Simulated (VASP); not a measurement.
# C (P6_3/mmc) in VASP: notebook

C is run at these levels: r2SCAN; tasks: single point.

Program: VASP 6.6.1. These are calculated values, not measurements. Logs are shortened: lines on timing, memory, paths and dates and some standing lists are left out, and cuts for length are marked.

### Step 1. The cell of the first run

It takes space group P6_3/mmc (No. 194, hexagonal). Conventional cell: a = 2.510 Å, b = 2.510 Å, c = 8.280 Å, α = 90.00°, β = 90.00°, γ = 120.00°. C (site symmetry 3m) has 4 C at 1.54 Å within 2.1 Å. C (site symmetry 3m) has 4 C at 1.54 to 1.57 Å within 2.1 Å.

### Step 2. Single point, r2SCAN

Contents of POSCAR:

```
C
1.0
    2.5098430141      0.0000000000      0.0000000000
   -1.2549215070      2.1735878097      0.0000000000
    0.0000000000      0.0000000000      8.2802488779
C
8
Direct
    0.0000000000      0.0000000000      0.0008143040
    0.3333333333      0.6666666667      0.2492477410
    0.0000000000      0.0000000000      0.5008143040
    0.6666666667      0.3333333333      0.7492477410
    0.0000000000      0.0000000000      0.1866856960
    0.3333333333      0.6666666667      0.4382522590
    0.0000000000      0.0000000000      0.6866856960
    0.6666666667      0.3333333333      0.9382522590
```

Contents of INCAR.step1:

```
PREC = Accurate ; ENCUT = 1430
ISMEAR = 0 ; SIGMA = 0.01
LREAL = False ; LASPH = True
NELM = 120 ; NBANDS = 26
GGA = PE ; ALGO = Normal
EDIFF = 1E-5 ; LWAVE = True
LCHARG = False ; GGA_COMPAT = False
```

Contents of INCAR.step2:

```
PREC = Accurate ; ENCUT = 1430
EDIFF = 1E-6 ; ISMEAR = 0
SIGMA = 0.01 ; LREAL = False
LASPH = True ; NELM = 120
ALGO = Normal ; ISIF = 2
LWAVE = False ; LCHARG = False
METAGGA = R2SCAN ; LMIXTAU = True
NBANDS = 26 ; ISTART = 1
GGA_COMPAT = False
```

Contents of KPOINTS:

```
Automatic mesh
0
Gamma
  9 9 4
```

Potentials or basis: VASP PAW PBE potentials, release 64 (C_h).

Command:

```
$ cat potpaw_PBE.64/C_h/POTCAR > POTCAR
$ cp INCAR.step1 INCAR
$ mpirun -np 1 vasp_std > vasp.out
$ cp INCAR.step2 INCAR
$ mpirun -np 1 vasp_std > vasp.out
```

OUTCAR:

```text
PREC = Accurate
   ENCUT = 1430
   EDIFF = 1E-6
   ISMEAR = 0
   LREAL = False
   LASPH = True
   NELM = 120
   ISIF = 2
   METAGGA = R2SCAN
   ISTART = 1

 ion  position               nearest neighbor table
   1  0.000  0.000  0.001-
   2  0.333  0.667  0.249-
   3  0.000  0.000  0.501-
   4  0.667  0.333  0.749-
   5  0.000  0.000  0.187-
   6  0.333  0.667  0.438-
   7  0.000  0.000  0.687-
   8  0.667  0.333  0.938-

  LATTYP: Found a hexagonal cell.
 ALAT       =     2.5098430141
 C/A-ratio  =     3.2991102756

  Lattice vectors:

 A1 = (   2.5098430141,   0.0000000000,   0.0000000000)
 A2 = (  -1.2549215070,   2.1735878097,   0.0000000000)
 A3 = (   0.0000000000,   0.0000000000,   8.2802488779)

Analysis of symmetry for initial positions (statically):
=====================================================================
 Subroutine PRICEL returns:
 Original cell was already a primitive cell.

 Routine SETGRP: Setting up the symmetry group for a
 hexagonal supercell.

 Subroutine GETGRP returns: Found 24 space group operations
 (whereof  6 operations were pure point group operations)
 out of a pool of 24 trial point group operations.

The static configuration has the point symmetry C_3v.
 The point group associated with its full space group is D_6h.

Analysis of symmetry for dynamics (positions and initial velocities):
=====================================================================
 Subroutine PRICEL returns:
 Original cell was already a primitive cell.

 Routine SETGRP: Setting up the symmetry group for a
 hexagonal supercell.

 Subroutine GETGRP returns: Found 24 space group operations
 (whereof  6 operations were pure point group operations)
 out of a pool of 24 trial point group operations.

The dynamic configuration has the point symmetry C_3v.
 The point group associated with its full space group is D_6h.

 Subroutine INISYM returns: Found 24 space group operations
 (whereof  6 operations are pure point group operations),
 and found     1 'primitive' translations

----------------------------------------------------------------------------------------

                                     Primitive cell

  volume of cell :      45.1718

  direct lattice vectors                    reciprocal lattice vectors
     2.509843014  0.000000000  0.000000000     0.398431294  0.230034415  0.000000000
    -1.254921507  2.173587810  0.000000000     0.000000000  0.460068830  0.000000000
     0.000000000  0.000000000  8.280248878     0.000000000  0.000000000  0.120769317

  length of vectors
     2.509843014  2.509843014  8.280248878     0.460068830  0.460068830  0.120769317

  position of ions in fractional coordinates (direct lattice)
     0.000000000  0.000000000  0.000814304
     0.333333333  0.666666667  0.249247741
     0.000000000  0.000000000  0.500814304
     0.666666667  0.333333333  0.749247741
     0.000000000  0.000000000  0.186685696
     0.333333333  0.666666667  0.438252259
     0.000000000  0.000000000  0.686685696
     0.666666667  0.333333333  0.938252259

  ion indices of the primitive-cell ions
   primitive index   ion index
                 1           1
                 2           2
                 3           3
                 4           4
                 5           5
                 6           6
                 7           7
                 8           8

----------------------------------------------------------------------------------------

 KPOINTS: Automatic mesh

Automatic generation of k-mesh.
 Grid dimensions read from file:
 generate k-points for:    9    9    4

 Generating k-lattice:

  Cartesian coordinates                     Fractional coordinates (reciprocal lattice)
     0.044270144  0.025559379  0.000000000     0.111111111  0.000000000  0.000000000
     0.000000000  0.051118759  0.000000000     0.000000000  0.111111111  0.000000000
     0.000000000  0.000000000  0.030192329     0.000000000  0.000000000  0.250000000

  Length of vectors
     0.051118759  0.051118759  0.030192329

  Shift w.r.t. Gamma in fractional coordinates (k-lattice)
     0.000000000  0.000000000  0.000000000

 Subroutine IBZKPT returns following result:
 ===========================================

 Found     36 irreducible k-points:

 Following reciprocal coordinates:
            Coordinates               Weight
  0.000000  0.000000  0.000000      1.000000
  0.111111  0.000000  0.000000      6.000000
  0.222222 -0.000000  0.000000      6.000000
  0.333333 -0.000000  0.000000      6.000000
  0.444444 -0.000000  0.000000      6.000000
  0.111111  0.111111  0.000000      6.000000
[... 16 lines left out ...]
  0.333333  0.222222  0.250000     24.000000
  0.333333  0.333333  0.250000      4.000000
 [... further k-points ...]
   k-points           NKPTS =     36   k-points in BZ     NKDIM =     36   number of bands    NBANDS=     26
   number of dos      NEDOS =    301   number of ions     NIONS =      8
   total plane-waves  NPLWV = 110592
   dimension x,y,z NGX =    32 NGY =   32 NGZ =  108
   dimension x,y,z NGXF=    64 NGYF=   64 NGZF=  216
   ions per type =               8
   NGX,Y,Z   is equivalent  to a cutoff of  21.20, 21.20, 21.68 a.u.
   NGXF,Y,Z  is equivalent  to a cutoff of  42.39, 42.39, 43.37 a.u.
 SYSTEM =  unknown system
   PREC   = accura    normal or accurate (medium, high low for compatibility)
   ISTART =      1    job   : 0-new  1-cont  2-samecut
   ICHARG =      0    charge: 1-file 2-atom 10-const
   ISPIN  =      1    spin polarized calculation?
   LNONCOLLINEAR =      F non collinear calculations
   LSORBIT =      F    spin-orbit coupling
   LASPH  =      T    aspherical Exc in radial PAW
   ENCUT  = 1430.0 eV 105.10 Ry   10.25 a.u.   7.74  7.74 25.53*2*pi/ulx,y,z
   NELM   =    120;   NELMIN=  2; NELMDL=  0     # of ELM steps
   EDIFF  = 0.1E-05   stopping-criterion for ELM
   LREAL  =      F    real-space projection
   EDIFFG = 0.1E-04   stopping-criterion for IOM
   NSW    =      0    number of steps for IOM
   IBRION =     -1    ionic relax: 0-MD 1-quasi-New 2-CG
   NFREE  =      0    steps in history (QN), initial steepest desc. (CG)
   ISIF   =      2    stress and relaxation
   ISYM   =      2    0-nonsym 1-usesym 2-fastsym
   POTIM  = 0.5000    time-step for ionic-motion
   TEBEG  =    0.0;   TEEND  =   0.0 temperature during run
   PSTRESS=    0.0 pullay stress
   NELECT =      32.0000    total number of electrons
   NUPDOWN=      -1.0000    fix difference up-down
   EMIN   =  10.00;   EMAX   =-10.00  energy-range for DOS
   EFERMI =   0.00;   METHOD = LEGACY
   ISMEAR =     0;   SIGMA  =   0.01  broadening in eV -4-tet -1-fermi 0-gaus
   EFERMI_NEDOS =   21; number of points for ismear=-14 and -15
   IALGO  =     38    algorithm
   IMIX   =      4    mixing-type and parameters
     AMIX     =   0.40;   BMIX     =  1.00
     AMIX_MAG =   1.60;   BMIX_MAG =  1.00
  volume/ion in A,a.u.               =       5.65        38.10
  Fermi-wavevector in a.u.,A,eV,Ry     =   1.459382  2.757833 28.977648  2.129797
  Thomas-Fermi vector in A             =   2.575956
   LORBIT       =      0    0 simple, 1 ext, 2 COOP (PROOUT), +10 PAW based schemes
   METAGGA = R2SCAN    functional components
   LHFCALC =     F    Hartree Fock is set to
   AEXX    =    0.0000 exact exchange contribution
   IVDW    =     0    specifies the selected vdW correction
   LEPSILON=     F    determine dielectric tensor
   LRPA    =     F    only Hartree local field effects (RPA)
 non-spin polarized calculation
 Gauss-broadening in eV      SIGMA  =   0.01
  energy-cutoff  :     1430.00
  volume of cell :       45.17
 maximum number of plane-waves:      5589
 NGX is ok and might be reduce to    32
   NGX = 15   NGY = 15   NGZ = 51

 number of electron      32.0000000 magnetization

 Free energy of the ion-electron system (eV)
  ---------------------------------------------------
  ext. energy  EPLUGINS =         0.00000000
  ---------------------------------------------------
  free energy    TOTEN  =       -78.80515349 eV

  energy without entropy =      -78.80515349  energy(sigma->0) =      -78.80515349

 E-fermi :  11.2228     XC(G=0): -14.2919

 val. band max:       11.1169077802   @ k =   0.0000   0.0000   0.0000
 cond. band min:      15.9415853673   @ k =   0.4444  -0.0000   0.0000
 fundamental gap:      4.8246775872
 Fermi energy:        11.2227842412

 k-point     1 :       0.0000    0.0000    0.0000
  band No.  band energies     occupation
      1     -11.7668      2.00000
      2     -10.0514      2.00000
      3      -9.9368      2.00000
      4      -5.9106      2.00000
      5      -3.1011      2.00000
      6       3.8294      2.00000
[... 18 lines left out ...]
     25      19.7976      0.00000
     26      19.9692      0.00000

 k-point     2 :       0.1111    0.0000    0.0000
  band No.  band energies     occupation
      1     -11.4471      2.00000
      2      -9.7363      2.00000
      3      -9.6232      2.00000
      4      -5.6217      2.00000
      5      -2.8122      2.00000
      6       3.9769      2.00000
[... 18 lines left out ...]
     25      20.4584      0.00000
     26      21.0996      0.00000

 k-point     3 :       0.2222   -0.0000    0.0000
  band No.  band energies     occupation
      1     -10.4950      2.00000
      2      -8.7988      2.00000
      3      -8.6915      2.00000
      4      -4.7630      2.00000
      5      -2.0026      2.00000
      6       3.2254      2.00000
[... 18 lines left out ...]
     25      22.0270      0.00000
     26      22.3596      0.00000

 k-point     4 :       0.3333   -0.0000    0.0000
  band No.  band energies     occupation
      1      -8.9393      2.00000
      2      -7.2720      2.00000
      3      -7.1854      2.00000
      4      -3.3788      2.00000
      5      -1.3384      2.00000
      6       0.2691      2.00000
[... 18 lines left out ...]
     25      23.0252      0.00000
     26      23.6476      0.00000

 k-point     5 :       0.4444   -0.0000    0.0000
  band No.  band energies     occupation
      1      -6.9086      2.00000
      2      -5.4589      2.00000
      3      -5.3226      2.00000
      4      -3.2757      2.00000
      5      -2.3692      2.00000
      6      -2.0368      2.00000
[... 18 lines left out ...]
     25      23.3176      0.00000
     26      24.4505      0.00000

 k-point     6 :       0.1111    0.1111    0.0000
  band No.  band energies     occupation
      1     -10.8111      2.00000
      2      -9.1099      2.00000
      3      -9.0003      2.00000
      4      -5.0476      2.00000
      5      -2.2590      2.00000
      6       4.1006      2.00000
[... 427 lines left out ...]
 k-point    21 :       0.4444    0.1111    0.2500
  band No.  band energies     occupation
      1      -5.8586      2.00000
      2      -5.3393      2.00000
      3      -4.4353      2.00000
      4      -3.6604      2.00000
      5      -2.4860      2.00000
      6      -2.0205      2.00000
[... 18 lines left out ...]
     25      22.3786      0.00000
     26      23.6356      0.00000

 k-point    22 :       0.2222    0.2222    0.2500
  band No.  band energies     occupation
      1      -7.9198      2.00000
      2      -7.0728      2.00000
      3      -5.4353      2.00000
      4      -3.2705      2.00000
      5      -0.8504      2.00000
      6       0.1376      2.00000
[... 18 lines left out ...]
     25      23.0155      0.00000
     26      23.3243      0.00000

 k-point    23 :       0.3333    0.2222    0.2500
  band No.  band energies     occupation
      1      -5.9437      2.00000
      2      -5.1844      2.00000
      3      -3.8912      2.00000
      4      -2.9668      2.00000
      5      -1.9620      2.00000
      6      -1.1589      2.00000
[... 18 lines left out ...]
     25      23.5071      0.00000
     26      24.1918      0.00000

 k-point    24 :       0.3333    0.3333    0.2500
  band No.  band energies     occupation
      1      -4.3335      2.00000
      2      -3.8485      2.00000
      3      -3.8485      2.00000
      4      -3.6734      2.00000
      5      -1.5043      2.00000
      6      -1.2070      2.00000
[... 18 lines left out ...]
     25      24.7273      0.00000
     26      24.7273      0.00000

 [... further k-points ...]

------------------------ aborting loop because EDIFF is reached ----------------------------------------

  FORCE on cell =-STRESS in cart. coord.  units (eV):
  Direction    XX          YY          ZZ          XY          YZ          ZX
  --------------------------------------------------------------------------------------
  -------------------------------------------------------------------------------------
  Total       -0.1734452     -0.1734452     -0.1701866     -0.0000000      0.0000000     -0.0000000
  in kB       -6.1518515     -6.1518515     -6.0362732     -0.0000000      0.0000000     -0.0000000
  external PRESSURE =      -6.1133254 kB  Pullay stress =       0.0000000 kB

 VOLUME and BASIS-vectors are now :
 -----------------------------------------------------------------------------
  energy-cutoff  :     1430.00
  volume of cell :       45.17
      direct lattice vectors                 reciprocal lattice vectors
     2.509843014  0.000000000  0.000000000     0.398431294  0.230034415  0.000000000
    -1.254921507  2.173587810  0.000000000     0.000000000  0.460068830  0.000000000
     0.000000000  0.000000000  8.280248878     0.000000000  0.000000000  0.120769317

 POSITION                                       TOTAL-FORCE (eV/Angst)
 -----------------------------------------------------------------------------------
      0.00000      0.00000      0.00674         0.000000     -0.000000     -0.001410
     -0.00000      1.44906      2.06383         0.000000     -0.000000     -0.003318
      0.00000      0.00000      4.14687        -0.000000      0.000000     -0.001410
      1.25492      0.72453      6.20396        -0.000000      0.000000     -0.003318
      0.00000      0.00000      1.54580        -0.000000      0.000000      0.001410
     -0.00000      1.44906      3.62884         0.000000     -0.000000      0.003318
      0.00000      0.00000      5.68593         0.000000     -0.000000      0.001410
      1.25492      0.72453      7.76896        -0.000000      0.000000      0.003318
 -----------------------------------------------------------------------------------
    total drift:                                0.000000      0.000000     -0.000312

  FREE ENERGIE OF THE ION-ELECTRON SYSTEM (eV)
  ---------------------------------------------------
  free  energy   TOTEN  =       -78.8051534865 eV

  energy  without entropy=      -78.8051534865  energy(sigma->0) =      -78.80515349
```

It took 8.9 min on 1 thread of Intel Xeon Platinum 8259CL at 2.50GHz (Skylake/Cascade Lake), shared host; peak memory 0.42 GiB.

Results:

* Free energy: -78.8052 eV
* Pressure: -0.6 GPa
* Largest force: 0.003 eV/Å
* Band gap on the k mesh: 4.82 eV (least direct gap 5.59 eV)

Forces in eV/Å, atoms in the order of the input:
```
C    0.000  0.000 -0.001
C    0.000  0.000 -0.003
C    0.000  0.000 -0.001
C    0.000  0.000 -0.003
C    0.000  0.000  0.001
C    0.000  0.000  0.003
C    0.000  0.000  0.001
C    0.000  0.000  0.003
```

Caveat: the PAW data sets were made with another functional, which shifts forces and pressure a little. A k mesh can miss the band edges.

(Part 1 of 2 ends here.)
